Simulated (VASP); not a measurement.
Set up this calculation in VASP 6.6.1, as the native input.

```
Task                   : single point
Functional             : PBEsol
Potentials or basis    : VASP PAW PBE potentials, release 64 (Ba_sv, O)
Cutoff                 : 600 eV
k mesh                 : 8 × 8 × 8
Occupations            : gaussian, width 0.02 eV
Spin                   : no spin polarisation
Dipole correction      : no
Further INCAR settings : ALGO = Normal; EDIFF = 1e-06; NBANDS = 15
```

The structure of BaO (sol) lies in POSCAR:

```
BaO
1.0
    0.0000000000      2.7450539201      2.7450539201
    2.7450539201      0.0000000000      2.7450539201
    2.7450539201      2.7450539201      0.0000000000
Ba O
1 1
Direct
    0.0000000000      0.0000000000      0.0000000000
    0.5000000000      0.5000000000      0.5000000000
```

The input as run:

INCAR

```
PREC = Accurate
ENCUT = 600
EDIFF = 1E-6
ISMEAR = 0
SIGMA = 0.02
LREAL = F
LASPH = T
NELM = 120
ALGO = Normal
ISIF = 2
LWAVE = F
LCHARG = F
GGA = PS
NBANDS = 15
GGA_COMPAT = F
```

KPOINTS

```
Automatic mesh
0
Gamma
  8 8 8
```

Potentials or basis: VASP PAW PBE potentials, release 64 (Ba_sv, O).

Launch:

```bash
$ cat potpaw_PBE.64/Ba_sv/POTCAR potpaw_PBE.64/O/POTCAR > POTCAR
$ mpirun -np 1 vasp_std > vasp.out
```

It gave:

The pressure is 1.8 GPa and the band gap on the k mesh is 1.77 eV, direct.

Caveat: the PAW data sets were made with another functional, which shifts forces and pressure a little; spin-orbit coupling is left out, which moves the levels of the heavy elements.

Run time: 28 s on 1 thread of Intel Xeon 8259CL, with other jobs on the host, peak memory 0.18 GiB.
